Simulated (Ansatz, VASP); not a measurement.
**One calculation of GePt2, two programs**

```xyz
9
Lattice="6.5072 0.0000 0.0000 -3.2536 5.6354 0.0000 0.0000 0.0000 3.4587" Properties=species:S:1:pos:R:3 pbc="T T T"
Ge    3.2536    1.8785    0.0000
Ge    0.0000    3.7569    0.0000
Ge    0.0000    0.0000    1.7293
Pt    4.0536    0.0000    1.7293
Pt    1.2268    2.1249    1.7293
Pt    4.4804    3.5105    1.7293
Pt   -0.9270    1.6056    0.0000
Pt    2.3266    4.0298    0.0000
Pt    1.8540    0.0000    0.0000
```

Change from the starting cell: strain -0.0375 x Voigt [1, 1, 0, 0, 0, 0], atoms carried along.

Alike in both runs: task single point; functional PBEsol; k mesh 6 × 6 × 12; occupations gaussian, width 0.15 eV; no spin polarisation.

|  | VASP | Ansatz |
| --- | --- | --- |
| version | VASP 6.6.1 | Ansatz 0.2.0 |
| potentials or method | VASP PAW PBE potentials, release 64 (Ge_d, Pt), cutoff 520 eV | scalar-relativistic, plane waves, PAW |
| valence electrons in the cell | 102 | 150 |

VASP gave:

| Property | Result |
| --- | --- |
| gap on the k mesh at the Fermi level (eV) | none |
| pressure (GPa) | 22.7 |
| traceless stress, the component that is largest in VASP (GPa) | -5.43 |
| rms of the force components (eV/Å) | 0.246 |

Q: What did Ansatz give for the same quantities?

A: gap on the k mesh at the Fermi level (eV): none; pressure (GPa): 22.4; traceless stress, the component that is largest in VASP (GPa): -5.31; rms of the force components (eV/Å): 0.241.

VASP's potentials were made for PBE, not for PBEsol. Atom by atom the forces differ by 0.005 eV/Å (rms over components). A gap of «none» marks a metal or a gap that the smearing closes. The functional is the same, so the differences come from potentials, cutoffs and numerics. VASP's potentials hold 102 valence electrons a cell and Ansatz's 150, so a difference there can come from the potentials and not from the codes.

Neither program's run includes spin-orbit coupling.
